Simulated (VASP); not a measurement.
# Te (P6_3/mmc) in VASP: notebook

Te is run at these levels: PBE; tasks: relaxation of cell and atoms.

Everything below comes from runs of VASP 6.6.1. Logs are shortened: lines on timing, memory, paths and dates and some standing lists are left out, and cuts for length are marked.

**1. The cell of the first run**

Symmetry: P6_3/mmc, No. 194, hexagonal system. Conventional cell: a = 3.411 Å, b = 3.411 Å, c = 5.526 Å, α = 90.00°, β = 90.00°, γ = 120.00°. Within 4.5 Å of Te (site symmetry -6m2) lie 12 Te at 3.39 to 3.41 Å.

This isn't the form of Te at room conditions, which is trigonal, of chains.

**2. Relaxation of cell and atoms, PBE, target pressure 1.6 GPa, at which the enthalpy is minimised**

The input, INCAR:

```
PREC     = Accurate       # precision mode
ENCUT    = 600            # plane-wave cutoff, eV
EDIFF    = 1E-7           # SCF threshold, eV
ISMEAR   = -1             # smearing method
SIGMA    = 0.08           # smearing width, eV
LREAL    = False          # projectors in reciprocal space
LASPH    = True           # aspherical terms in the spheres
NELM     = 60             # most SCF steps
ALGO     = Normal         # electronic algorithm
ISIF     = 3              # what is computed and relaxed
LWAVE    = False          # write WAVECAR
LCHARG   = False          # write CHGCAR
GGA      = PE             # functional
IBRION   = 2              # ionic algorithm
NSW      = 60             # ionic steps
EDIFFG   = -0.005         # ionic threshold
PSTRESS  = 16.0
```

The input, KPOINTS:

```
regular mesh
0
Gamma
  13 13 7
```

The input, POSCAR:

```
Te
1.0
    3.4112829350      0.0000000000      0.0000000000
   -1.7056414675      2.9542576812      0.0000000000
    0.0000000000      0.0000000000      5.5262783547
Te
2
Direct
    0.3333333333      0.6666666667      0.2500000000
    0.6666666667      0.3333333333      0.7500000000
```

Potentials or basis: VASP PAW PBE potentials, release 64 (Te).

Started as:

```console
$ cat potpaw_PBE.64/Te/POTCAR > POTCAR
$ mpirun -np 1 vasp_std > vasp.out
```

OUTCAR:

```text
PREC = Accurate
   ENCUT = 600
   EDIFF = 1E-7
   ISMEAR = -1
   LREAL = False
   LASPH = True
   NELM = 60
   ISIF = 3
   GGA = PE
   IBRION = 2
   NSW = 60
   EDIFFG = -0.005
   PSTRESS = 16.0

 ion  position               nearest neighbor table
   1  0.333  0.667  0.250-   2 3.39   2 3.39   2 3.39   2 3.39   2 3.39   2 3.39
   2  0.667  0.333  0.750-   1 3.39   1 3.39   1 3.39   1 3.39   1 3.39   1 3.39

  LATTYP: Found a hexagonal cell.
 ALAT       =     3.4112829350
 C/A-ratio  =     1.6200000000

  Lattice vectors:

 A1 = (   3.4112829350,   0.0000000000,   0.0000000000)
 A2 = (  -1.7056414675,   2.9542576812,   0.0000000000)
 A3 = (   0.0000000000,   0.0000000000,   5.5262783547)

Analysis of symmetry for initial positions (statically):
=====================================================================
 Subroutine PRICEL returns:
 Original cell was already a primitive cell.

 Routine SETGRP: Setting up the symmetry group for a
 hexagonal supercell.

 Subroutine GETGRP returns: Found 24 space group operations
 (whereof 12 operations were pure point group operations)
 out of a pool of 24 trial point group operations.

The static configuration has the point symmetry D_3d.
 The point group associated with its full space group is D_6h.

Analysis of symmetry for dynamics (positions and initial velocities):
=====================================================================
 Subroutine PRICEL returns:
 Original cell was already a primitive cell.

 Routine SETGRP: Setting up the symmetry group for a
 hexagonal supercell.

 Subroutine GETGRP returns: Found 24 space group operations
 (whereof 12 operations were pure point group operations)
 out of a pool of 24 trial point group operations.

The dynamic configuration has the point symmetry D_3d.
 The point group associated with its full space group is D_6h.

 Subroutine INISYM returns: Found 24 space group operations
 (whereof 12 operations are pure point group operations),
 and found     1 'primitive' translations

----------------------------------------------------------------------------------------

                                     Primitive cell

  volume of cell :      55.6928

  direct lattice vectors                    reciprocal lattice vectors
     3.411282935  0.000000000  0.000000000     0.293144843  0.169247254  0.000000000
    -1.705641468  2.954257681  0.000000000     0.000000000  0.338494508  0.000000000
     0.000000000  0.000000000  5.526278355     0.000000000  0.000000000  0.180953607

  length of vectors
     3.411282935  3.411282935  5.526278355     0.338494508  0.338494508  0.180953607

  position of ions in fractional coordinates (direct lattice)
     0.333333333  0.666666667  0.250000000
     0.666666667  0.333333333  0.750000000

  ion indices of the primitive-cell ions
   primitive index   ion index
                 1           1
                 2           2

----------------------------------------------------------------------------------------

 KPOINTS: regular mesh

Automatic generation of k-mesh.
 Grid dimensions read from file:
 generate k-points for:   13   13    7

 Generating k-lattice:

  Cartesian coordinates                     Fractional coordinates (reciprocal lattice)
     0.022549603  0.013019020  0.000000000     0.076923077  0.000000000  0.000000000
     0.000000000  0.026038039  0.000000000     0.000000000  0.076923077  0.000000000
     0.000000000  0.000000000  0.025850515     0.000000000  0.000000000  0.142857143

  Length of vectors
     0.026038039  0.026038039  0.025850515

  Shift w.r.t. Gamma in fractional coordinates (k-lattice)
     0.000000000  0.000000000  0.000000000

 Subroutine IBZKPT returns following result:
 ===========================================

 Found     84 irreducible k-points:

 Following reciprocal coordinates:
            Coordinates               Weight
  0.000000  0.000000  0.000000      1.000000
  0.076923  0.000000  0.000000      6.000000
  0.153846  0.000000  0.000000      6.000000
  0.230769  0.000000  0.000000      6.000000
  0.307692  0.000000  0.000000      6.000000
  0.384615 -0.000000  0.000000      6.000000
[... 16 lines left out ...]
  0.076923  0.000000  0.142857     12.000000
  0.153846  0.000000  0.142857     12.000000
 [... further k-points ...]
   k-points           NKPTS =     84   k-points in BZ     NKDIM =     84   number of bands    NBANDS=     10
   number of dos      NEDOS =    301   number of ions     NIONS =      2
   total plane-waves  NPLWV =  37632
   dimension x,y,z NGX =    28 NGY =   28 NGZ =   48
   dimension x,y,z NGXF=    56 NGYF=   56 NGZF=   96
   ions per type =               2
   NGX,Y,Z   is equivalent  to a cutoff of  13.65, 13.65, 14.44 a.u.
   NGXF,Y,Z  is equivalent  to a cutoff of  27.29, 27.29, 28.88 a.u.
 SYSTEM =  unknown system
   PREC   = accura    normal or accurate (medium, high low for compatibility)
   ISTART =      0    job   : 0-new  1-cont  2-samecut
   ICHARG =      2    charge: 1-file 2-atom 10-const
   ISPIN  =      1    spin polarized calculation?
   LNONCOLLINEAR =      F non collinear calculations
   LSORBIT =      F    spin-orbit coupling
   LASPH  =      T    aspherical Exc in radial PAW
   ENCUT  =  600.0 eV  44.10 Ry    6.64 a.u.   6.81  6.81 11.04*2*pi/ulx,y,z
   NELM   =     60;   NELMIN=  2; NELMDL= -5     # of ELM steps
   EDIFF  = 0.1E-06   stopping-criterion for ELM
   LREAL  =      F    real-space projection
   EDIFFG = -.5E-02   stopping-criterion for IOM
   NSW    =     60    number of steps for IOM
   IBRION =      2    ionic relax: 0-MD 1-quasi-New 2-CG
   NFREE  =      1    steps in history (QN), initial steepest desc. (CG)
   ISIF   =      3    stress and relaxation
   ISYM   =      2    0-nonsym 1-usesym 2-fastsym
   POTIM  = 0.5000    time-step for ionic-motion
   TEBEG  =    0.0;   TEEND  =   0.0 temperature during run
   PSTRESS=   16.0 pullay stress
   NELECT =      12.0000    total number of electrons
   NUPDOWN=      -1.0000    fix difference up-down
   EMIN   =  10.00;   EMAX   =-10.00  energy-range for DOS
   EFERMI =   0.00;   METHOD = LEGACY
   ISMEAR =    -1;   SIGMA  =   0.08  broadening in eV -4-tet -1-fermi 0-gaus
   EFERMI_NEDOS =   21; number of points for ismear=-14 and -15
   IALGO  =     38    algorithm
   IMIX   =      4    mixing-type and parameters
     AMIX     =   0.40;   BMIX     =  1.00
     AMIX_MAG =   1.60;   BMIX_MAG =  1.00
  volume/ion in A,a.u.               =      27.85       187.92
  Fermi-wavevector in a.u.,A,eV,Ry     =   0.981452  1.854675 13.105779  0.963248
  Thomas-Fermi vector in A             =   2.112459
   LORBIT       =      0    0 simple, 1 ext, 2 COOP (PROOUT), +10 PAW based schemes
   GGA     = PE    functional components
   LHFCALC =     F    Hartree Fock is set to
   AEXX    =    0.0000 exact exchange contribution
   IVDW    =     0    specifies the selected vdW correction
   LEPSILON=     F    determine dielectric tensor
   LRPA    =     F    only Hartree local field effects (RPA)
 conjugate gradient relaxation of ions
 non-spin polarized calculation
  energy-cutoff  :      600.00
  volume of cell :       55.69
 maximum number of plane-waves:      1878
 NGX is ok and might be reduce to    28
   NGX = 13   NGY = 13   NGZ = 23

--------------------------------------- Ionic step        1  -------------------------------------------

 number of electron      12.0000000 magnetization

 Free energy of the ion-electron system (eV)
  ---------------------------------------------------
  ext. energy  EPLUGINS =         0.00000000
  ---------------------------------------------------
  free energy    TOTEN  =        -5.48413859 eV

  energy without entropy =       -5.44442121  energy(sigma->0) =       -5.46427990

------------------------ aborting loop because EDIFF is reached ----------------------------------------

  FORCE on cell =-STRESS in cart. coord.  units (eV):
  Direction    XX          YY          ZZ          XY          YZ          ZX
  --------------------------------------------------------------------------------------
  -------------------------------------------------------------------------------------
  Total        1.0122035      1.0122035     -1.0250343      0.0000000      0.0000000      0.0000000
  in kB       29.1192060     29.1192060    -29.4883255      0.0000000      0.0000000      0.0000000
  external PRESSURE =      -6.4166378 kB  Pullay stress =      16.0000000 kB
[... 93 lines left out ...]
  FREE ENERGIE OF THE ION-ELECTRON SYSTEM (eV)
  ---------------------------------------------------
  free  energy   TOTEN  =        -5.5997222844 eV

  energy  without entropy=       -5.5724868750  energy(sigma->0) =       -5.58610458

  enthalpy is  TOTEN    =        -5.0840749965 eV   P V=        0.5156472880

 E-fermi :   8.7188     XC(G=0): -10.2064

 val. band max:        8.6984481205   @ k =   0.4615   0.0769   0.2857
 cond. band min:       8.7292705267   @ k =   0.0769   0.0769   0.4286
 fundamental gap:      0.0308224062
 Fermi energy:         8.7187928798

 k-point     1 :       0.0000    0.0000    0.0000
  band No.  band energies     occupation
      1      -5.9855      2.00000
      2       0.0726      2.00000
      3       3.1183      2.00000
      4       7.1900      2.00000
      5       7.1900      2.00000
      6      10.0590      0.00000
      7      10.0590      0.00000
      8      11.8672      0.00000
      9      12.9714      0.00000
     10      15.0323      0.00000
[... 287 lines left out ...]
 k-point    24 :       0.1538    0.0000    0.1429
  band No.  band energies     occupation
      1      -5.5472      2.00000
      2      -0.7800      2.00000
      3       3.9541      2.00000
      4       6.4420      2.00000
      5       6.7333      2.00000
      6       8.9470      0.10914
      7      10.3726      0.00000
      8      11.4808      0.00000
      9      13.3630      0.00000
     10      15.0203      0.00000

 [... further k-points ...]

[... ionic steps 4 to 10 ...]

--------------------------------------- Ionic step       11  -------------------------------------------

 number of electron      12.0000001 magnetization

------------------------ aborting loop because EDIFF is reached ----------------------------------------

  FORCE on cell =-STRESS in cart. coord.  units (eV):
  Direction    XX          YY          ZZ          XY          YZ          ZX
  --------------------------------------------------------------------------------------
  -------------------------------------------------------------------------------------
  Total        0.6007462      0.6007462      0.6304965      0.0000000     -0.0000000      0.0000000
  in kB       15.9363388     15.9363388     16.7255411      0.0000000     -0.0000000      0.0000000
  external PRESSURE =       0.1994062 kB  Pullay stress =      16.0000000 kB
[... 61 lines left out ...]
  enthalpy is  TOTEN    =        -5.3364297478 eV   P V=        0.6030429207

--------------------------------------- Ionic step       13  -------------------------------------------

 number of electron      12.0000001 magnetization

 Free energy of the ion-electron system (eV)
  ---------------------------------------------------
  ext. energy  EPLUGINS =         0.00000000
  ---------------------------------------------------
  free energy    TOTEN  =        -5.93927371 eV

  energy without entropy =       -5.91579557  energy(sigma->0) =       -5.92753464

 E-fermi :   7.2463     XC(G=0):  -9.7091

 val. band max:        7.2393056194   @ k =   0.0769   0.0000   0.4286
 cond. band min:       7.2857579169   @ k =   0.4615   0.0769   0.2857
 fundamental gap:      0.0464522974
 Fermi energy:         7.2463394889

 k-point     1 :       0.0000    0.0000    0.0000
  band No.  band energies     occupation
      1      -6.6316      2.00000
      2      -1.3937      2.00000
      3       2.4697      2.00000
      4       5.5608      2.00000
      5       5.5608      2.00000
      6       8.2858      0.00000
      7       8.2858      0.00000
      8      10.4509      0.00000
      9      10.8118      0.00000
     10      13.3093      0.00000
[... 328 lines left out ...]
  FREE ENERGIE OF THE ION-ELECTRON SYSTEM (eV)
  ---------------------------------------------------
  free  energy   TOTEN  =        -5.9392737068 eV

  energy  without entropy=       -5.9157955663  energy(sigma->0) =       -5.92753464

  enthalpy is  TOTEN    =        -5.3364375925 eV   P V=        0.6028361143

 reached required accuracy - stopping structural energy minimisation
```

Wall time 9.5 min (1 thread of Oxide Virtual Turin-like, shared host); peak memory 0.2 GiB.

Results:

```yaml
Free_energy: -5.9393 eV
Relaxed_volume: 30.18 Å³/atom
Relaxed_cell: a = 3.971 Å, b = 3.971 Å, c = 4.420 Å, α = 90.00°, β = 90.00°, γ = 120.00°
Space_group_after_relaxing_to_0.1_Å: P6_3/mmc (No. 194)
Energy_change_on_relaxing_the_run_minimises_the_enthalpy: -227.6 meV/atom
Ionic_steps: 13
Pressure_after_relaxing: 1.6 GPa
Band_gap_on_the_k_mesh: zero (bands 6 and 7 overlap by 2.29 eV)
```

Step by step:
```tsv
step	energy change (eV)	largest force (eV/Å)	pressure (GPa)	volume (Å³)
1	0.0000	0.0000	0.96	55.69
2	-0.0554	0.0000	1.99	54.75
3	-0.1156	0.0000	8.64	51.63
4	-0.1354	0.0000	8.69	51.78
5	-0.1861	0.0000	8.92	52.20
6	-0.2215	0.0000	10.08	52.88
7	-0.2925	0.0000	8.10	54.25
8	-0.4275	0.0000	3.30	58.48
9	-0.4529	0.0000	1.82	60.16
10	-0.4555	0.0000	1.62	60.40
11	-0.4554	0.0000	1.62	60.40
12	-0.4553	0.0000	1.61	60.39
13	-0.4551	0.0000	1.60	60.37
```

Final structure:
```
CELL_PARAMETERS angstrom
3.97103 0.00000 0.00000
-1.98552 3.43901 0.00000
0.00000 0.00000 4.42031
ATOMIC_POSITIONS crystal
Te 0.33333 0.66667 0.25000
Te 0.66667 0.33333 0.75000
```

Caveat: the cell is relaxed towards a set pressure, so the run minimises the enthalpy, not the energy; a cell axis changed by over 15 % at a fixed basis, so the end point is rough; spin-orbit coupling is left out, which moves the levels of the heavy elements.

(Continued in part 2 of 2.)

The gap in the log of VASP goes by the Fermi energy; the results here count the filled bands.